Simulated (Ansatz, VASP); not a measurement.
SnO2: VASP beside Ansatz

```
CELL_PARAMETERS angstrom
4.73800 0.00000 0.00000
0.00000 4.73800 0.00000
0.00000 0.00000 3.18650
ATOMIC_POSITIONS crystal
Sn 0.00000 0.00000 0.00000
Sn 0.50000 0.50000 0.50000
O 0.30710 0.30710 0.00000
O 0.19290 0.80710 0.50000
O 0.69290 0.69290 0.00000
O 0.80710 0.19290 0.50000
```

Alike in both runs: task relaxation of cell and atoms; functional PBEsol; k mesh 6 × 6 × 8; occupations fermi-dirac, width 0.02 eV; no spin polarisation.

|  | VASP | Ansatz |
| --- | --- | --- |
| version | VASP 6.6.1 | Ansatz 0.2.0 |
| potentials or method | VASP PAW PBE potentials, release 64 (Sn_d, O), cutoff 600 eV | PAW plane waves |
| valence electrons in the cell | 52 | 52 |

Ansatz gave:

| Quantity | Value |
| --- | --- |
| gap on the k mesh at the Fermi level, each at its own relaxed structure (eV) | 0.92 |
| relaxed volume (Å³/atom) | 12.17 |
| relaxed cell length with the largest relative difference (Å) | 3.211 |

Q: Which values does VASP return?

A: gap on the k mesh at the Fermi level, each at its own relaxed structure (eV): 0.89; relaxed volume (Å³/atom): 12.20; relaxed cell length with the largest relative difference (Å): 3.217.

VASP's potentials were made for PBE, not for PBEsol, and Ansatz warns of the same on its side.
